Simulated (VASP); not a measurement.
# Al2SiF2 (Pmmm) in VASP: single point with PBE

Aim: the single point of Al2SiF2 with PBE.

Everything below comes from runs of VASP 6.6.1. Logs are shortened: lines on timing, memory, paths and dates and some standing lists are left out, and cuts for length are marked.

### Step 1. The cell of the first run

The structure is orthorhombic, space group Pmmm (No. 47). The conventional cell has a = 3.880 Å, b = 5.705 Å, c = 5.732 Å, α = 90.00°, β = 90.00°, γ = 90.00°. Al (site symmetry mm2) has 2 F at 1.86 Å and 2 Si at 2.41 Å within 2.5 Å. Si (site symmetry mmm) has 4 Al at 2.41 Å within 3.2 Å. F (site symmetry m2m) has 2 Al at 1.86 Å and 1 F at 2.35 Å within 2.5 Å.

### Step 2. Single point, PBE

POSCAR reads:

```
Al2SiF2
1.0
    3.8803466894      0.0000000000      0.0000000000
    0.0000000000      5.7049897310      0.0000000000
    0.0000000000      0.0000000000      5.7319527710
Al Si F
2 1 2
Direct
    0.5000000000      0.5000000000      0.2506282157
    0.5000000000      0.5000000000      0.7493717843
    0.0000000000      0.5000000000      0.5000000000
    0.5000000000      0.7058702421      0.0000000000
    0.5000000000      0.2941297579      0.0000000000
```

INCAR.step1 reads:

```
  PREC = Accurate
  ENCUT = 520
  EDIFF = 1E-6
  ISMEAR = 0
  SIGMA = 0.1
  LREAL = False
  LASPH = True
  NELM = 60
  ALGO = Normal
  ISIF = 2
  LWAVE = False
  LCHARG = True
  GGA = PE
  NBANDS = 20
```

KPOINTS.step1 reads:

```
Automatic mesh
0
Gamma
  8 6 6
```

INCAR.step2 reads:

```
  PREC = Accurate
  ENCUT = 520
  EDIFF = 1E-6
  ISMEAR = -5
  SIGMA = 0.1
  LREAL = False
  LASPH = True
  NELM = 60
  ALGO = Normal
  ISIF = 2
  LWAVE = False
  LCHARG = False
  GGA = PE
  LORBIT = 10
  NEDOS = 2001
  ICHARG = 11
```

KPOINTS.step2 reads:

```
Automatic mesh
0
Gamma
  12 9 9
```

Potentials or basis: VASP PAW PBE potentials, release 64 (Al, Si, F).

The run is started by

```sh
$ cat potpaw_PBE.64/Al/POTCAR potpaw_PBE.64/Si/POTCAR potpaw_PBE.64/F/POTCAR > POTCAR
$ cp INCAR.step1 INCAR
$ cp KPOINTS.step1 KPOINTS
$ mpirun -np 1 vasp_std > vasp.out
$ cp INCAR.step2 INCAR
$ cp KPOINTS.step2 KPOINTS
$ mpirun -np 1 vasp_std > vasp.out
```

OUTCAR:

```text
PREC = Accurate
   ENCUT = 520
   EDIFF = 1E-6
   ISMEAR = -5
   LREAL = False
   LASPH = True
   NELM = 60
   ISIF = 2
   GGA = PE
   LORBIT = 10
   ICHARG = 11

 ion  position               nearest neighbor table
   1  0.500  0.500  0.251-   4 1.86   5 1.86   3 2.41   3 2.41   2 2.86   2 2.87
   2  0.500  0.500  0.749-   4 1.86   5 1.86   3 2.41   3 2.41   1 2.86   1 2.87
   3  0.000  0.500  0.500-   1 2.41   2 2.41   1 2.41   2 2.41
   4  0.500  0.706  0.000-   1 1.86   2 1.86
   5  0.500  0.294  0.000-   1 1.86   2 1.86

  LATTYP: Found a simple orthorhombic cell.
 ALAT       =     3.8803466894
 B/A-ratio  =     1.4702268090
 C/A-ratio  =     1.4771754252

  Lattice vectors:

 A1 = (   3.8803466894,   0.0000000000,   0.0000000000)
 A2 = (   0.0000000000,   5.7049897310,   0.0000000000)
 A3 = (   0.0000000000,   0.0000000000,   5.7319527710)

Analysis of symmetry for initial positions (statically):
=====================================================================
 Subroutine PRICEL returns:
 Original cell was already a primitive cell.

 Routine SETGRP: Setting up the symmetry group for a
 simple orthorhombic supercell.

 Subroutine GETGRP returns: Found  8 space group operations
 (whereof  8 operations were pure point group operations)
 out of a pool of  8 trial point group operations.

The static configuration has the point symmetry D_2h.

Analysis of symmetry for dynamics (positions and initial velocities):
=====================================================================
 Subroutine PRICEL returns:
 Original cell was already a primitive cell.

 Routine SETGRP: Setting up the symmetry group for a
 simple orthorhombic supercell.

 Subroutine GETGRP returns: Found  8 space group operations
 (whereof  8 operations were pure point group operations)
 out of a pool of  8 trial point group operations.

The dynamic configuration has the point symmetry D_2h.

 Subroutine INISYM returns: Found  8 space group operations
 (whereof  8 operations are pure point group operations),
 and found     1 'primitive' translations

----------------------------------------------------------------------------------------

                                     Primitive cell

  volume of cell :     126.8902

  direct lattice vectors                    reciprocal lattice vectors
     3.880346689  0.000000000  0.000000000     0.257708932  0.000000000  0.000000000
     0.000000000  5.704989731  0.000000000     0.000000000  0.175285153  0.000000000
[... 109 lines left out ...]
   EFERMI_NEDOS =   21; number of points for ismear=-14 and -15
   IALGO  =     38    algorithm
   IMIX   =      4    mixing-type and parameters
     AMIX     =   0.40;   BMIX     =  1.00
     AMIX_MAG =   1.60;   BMIX_MAG =  1.00
  volume/ion in A,a.u.               =      25.38       171.26
  Fermi-wavevector in a.u.,A,eV,Ry     =   0.939729  1.775830 12.015174  0.883090
  Thomas-Fermi vector in A             =   2.067070
   LORBIT       =     10    0 simple, 1 ext, 2 COOP (PROOUT), +10 PAW based schemes
   GGA     = PE    functional components
   LHFCALC =     F    Hartree Fock is set to
   AEXX    =    0.0000 exact exchange contribution
   IVDW    =     0    specifies the selected vdW correction
   LEPSILON=     F    determine dielectric tensor
   LRPA    =     F    only Hartree local field effects (RPA)
 non-spin polarized calculation
 Fermi weights with tetrahedron method with Bloechl corrections
  energy-cutoff  :      520.00
  volume of cell :      126.89
 maximum number of plane-waves:      3436
 NGX is ok and might be reduce to    30

 number of electron      24.0000010 magnetization

 Free energy of the ion-electron system (eV)
  ---------------------------------------------------
  ext. energy  EPLUGINS =         0.00000000
  ---------------------------------------------------
  free energy    TOTEN  =       -23.45362519 eV

  energy without entropy =      -23.45362519  energy(sigma->0) =      -23.45362519

 E-fermi :   1.5692     XC(G=0):  -6.9391

 val. band max:        1.6456658233   @ k =   0.5000   0.4444   0.1111
 cond. band min:       1.5303349266   @ k =   0.4167   0.2222   0.3333
 fundamental gap:     -0.1153308966
 Fermi energy:         1.5692009725

 k-point     1 :       0.0000    0.0000    0.0000
  band No.  band energies     occupation
      1     -24.9472      2.00000
      2     -24.2445      2.00000
      3      -8.0413      2.00000
      4      -7.6507      2.00000
      5      -7.0631      2.00000
      6      -6.6512      2.00000
[... 433 lines left out ...]
      3      -7.8294      2.00000
      4      -7.5944      2.00000
      5      -6.9086      2.00000
      6      -6.6658      2.00000
[... 8 lines left out ...]
     15       5.2450      0.00000
     16       5.7862      0.00000

 [... further k-points ...]

------------------------ aborting loop because EDIFF is reached ----------------------------------------

  FORCE on cell =-STRESS in cart. coord.  units (eV):
  Direction    XX          YY          ZZ          XY          YZ          ZX
  --------------------------------------------------------------------------------------
  -------------------------------------------------------------------------------------
  Total        0.1118208      0.0205239      0.3368111     -0.0000000      0.0000000      0.0000000
  in kB        1.4119046      0.2591448      4.2527409     -0.0000000      0.0000000      0.0000000
  external PRESSURE =       1.9745968 kB  Pullay stress =       0.0000000 kB

 VOLUME and BASIS-vectors are now :
 -----------------------------------------------------------------------------
  energy-cutoff  :      520.00
  volume of cell :      126.89
      direct lattice vectors                 reciprocal lattice vectors
     3.880346689  0.000000000  0.000000000     0.257708932  0.000000000  0.000000000
     0.000000000  5.704989731  0.000000000     0.000000000  0.175285153  0.000000000
     0.000000000  0.000000000  5.731952771     0.000000000  0.000000000  0.174460614

 POSITION                                       TOTAL-FORCE (eV/Angst)
 -----------------------------------------------------------------------------------
      1.94017      2.85249      1.43659         0.000000      0.000000      0.009368
      1.94017      2.85249      4.29536         0.000000      0.000000     -0.009368
      0.00000      2.85249      2.86598         0.000000      0.000000      0.000000
      1.94017      4.02698      0.00000         0.000000      0.023651      0.000000
      1.94017      1.67801      0.00000         0.000000     -0.023651      0.000000
 -----------------------------------------------------------------------------------
    total drift:                                0.000000      0.000000      0.000000

  FREE ENERGIE OF THE ION-ELECTRON SYSTEM (eV)
  ---------------------------------------------------
  free  energy   TOTEN  =       -23.4536251852 eV

  energy  without entropy=      -23.4536251852  energy(sigma->0) =      -23.45362519

 total charge

# of ion       s       p       d       tot
------------------------------------------
    1        0.398   0.331   0.000   0.729
    2        0.398   0.331   0.000   0.729
    3        0.746   0.986   0.000   1.732
    4        1.744   4.387   0.000   6.131
    5        1.744   4.387   0.000   6.131
--------------------------------------------------
tot          5.030  10.421   0.000  15.451
```

Wall time 9.9 min (1 thread of Intel Xeon 8259CL, shared host); peak memory 0.48 GiB.

What came out:

- Valence electrons inside the program's atomic spheres: Al 0.73; Si 1.73; F 6.13
